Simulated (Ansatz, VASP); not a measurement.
This is a calculation of GaN for Ansatz 0.2.0.

The input input.yaml:

```yaml
crystal:
  lattice:
    - [0.0, 2.2535006075, 2.2535006075]
    - [2.2535006075, 0.0, 2.2535006075]
    - [2.2535006075, 2.2535006075, 0.0]
  atoms:
    - { symbol: Ga, position: [0.0, 0.0, 0.0] }
    - { symbol: "N", position: [0.25, 0.25, 0.25] }
hamiltonian:
  xc:
    exchange: pbe
    correlation: pbe
    exx: { coeff: 0.5, omega: 0.2078699 }
  pseudopotentials: { kind: paw }
kpoints:
  mp_grid: { grid: [6, 6, 6] }
scf:
  occupations: { method: fermi_dirac, width: 0.05 }
output:
  forces: true
  stress: true
  eigenvalues: true
```

Potentials or basis: Ansatz PAW.

The run is started by

```bash
$ ansatz run input.yaml --threads 1 --pin off --max-ram 3584MiB --backend cpu --events-out ev --progress --plain --runs-dir out
```

Task: Set up the same calculation for VASP 6.6.1. Potentials there: VASP PAW PBE potentials, release 64 (Ga_d, N).

Result: As run (the cutoff follows the program's own potentials):

The input POSCAR:

```
GaN
1.0
    0.0000000000      2.2535006075      2.2535006075
    2.2535006075      0.0000000000      2.2535006075
    2.2535006075      2.2535006075      0.0000000000
Ga N
1 1
Direct
    0.0000000000      0.0000000000      0.0000000000
    0.2500000000      0.2500000000      0.2500000000
```

The input INCAR.step1:

```
PREC = Accurate ; ENCUT = 520
EDIFF = 1E-5 ; ISMEAR = -1
SIGMA = 0.05 ; LREAL = F
LASPH = T ; NELM = 80
ALGO = Normal ; ISIF = 2
LWAVE = T ; LCHARG = F
GGA = PE ; NBANDS = 16
```

The input INCAR.step2:

```
PREC = Accurate ; ENCUT = 520
EDIFF = 1E-6 ; ISMEAR = -1
SIGMA = 0.05 ; LREAL = F
LASPH = T ; NELM = 80
ALGO = Normal ; ISIF = 2
LWAVE = F ; LCHARG = F
GGA = PE ; LHFCALC = T
AEXX = 0.5 ; HFSCREEN = 0.2078699
PRECFOCK = Normal ; ISTART = 1
NBANDS = 16
```

Contents of KPOINTS:

```
Automatic mesh
0
Gamma
  6 6 6
```

Potentials or basis: VASP PAW PBE potentials, release 64 (Ga_d, N).

Launch:

```console
$ cat potpaw_PBE.64/Ga_d/POTCAR potpaw_PBE.64/N/POTCAR > POTCAR
$ cp INCAR.step1 INCAR
$ mpirun -np 1 vasp_std > vasp.out
$ cp INCAR.step2 INCAR
$ mpirun -np 1 vasp_std > vasp.out
```

Both were run:

|  | VASP | Ansatz | Ansatz less VASP |
| --- | --- | --- | --- |
| gap on the k mesh at the Fermi level (eV) | 4.35 | 4.33 | -0.028 |
| least direct gap on the mesh (eV) | 4.35 | 4.33 | -0.028 |
| pressure (GPa) | -7.0 | -6.8 | +0.22 |

VASP's potentials were made for PBE, not for PBE-based screened hybrid.
